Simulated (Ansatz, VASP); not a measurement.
Ga4Sb3As: VASP beside Ansatz

```
CELL_PARAMETERS angstrom
4.31549 0.00000 0.00000
0.00000 4.31549 0.00000
0.00000 0.00000 12.19804
ATOMIC_POSITIONS crystal
Ga 0.50000 0.00000 0.62936
Ga 0.00000 0.50000 0.88758
Ga 0.50000 0.00000 0.11242
Ga 0.00000 0.50000 0.37064
Sb 0.50000 0.50000 0.24174
Sb 0.00000 0.00000 0.50000
Sb 0.50000 0.50000 0.75826
As 0.00000 0.00000 0.00000
```

Alike in both runs: functional PBE; k mesh 10 × 10 × 4; occupations fermi-dirac, width 0.15 eV; no spin polarisation.

Ansatz relaxed the structure, and its values are those at the end. VASP's run is a single point on that final structure, the one shown.

|  | VASP | Ansatz |
| --- | --- | --- |
| version | VASP 6.6.1 | Ansatz 0.2.0 |
| potentials or method | VASP PAW PBE potentials, release 64 (Ga_d, Sb, As), cutoff 520 eV | scalar-relativistic, plane waves, PAW |
| valence electrons in the cell | 72 | 112 |

VASP gave:

```
gap on the k mesh at the Fermi level (eV) : none
pressure (GPa)                            : 0.1
```

Task: Estimate Ansatz's values.

Result: gap on the k mesh at the Fermi level (eV): none; pressure (GPa): 0.0.

A gap of «none» marks a metal or a gap that the smearing closes. The functional is the same, so the differences come from potentials, cutoffs and numerics. VASP's potentials hold 72 valence electrons a cell and Ansatz's 112, so a difference there can come from the potentials and not from the codes.

Neither program's run includes spin-orbit coupling.
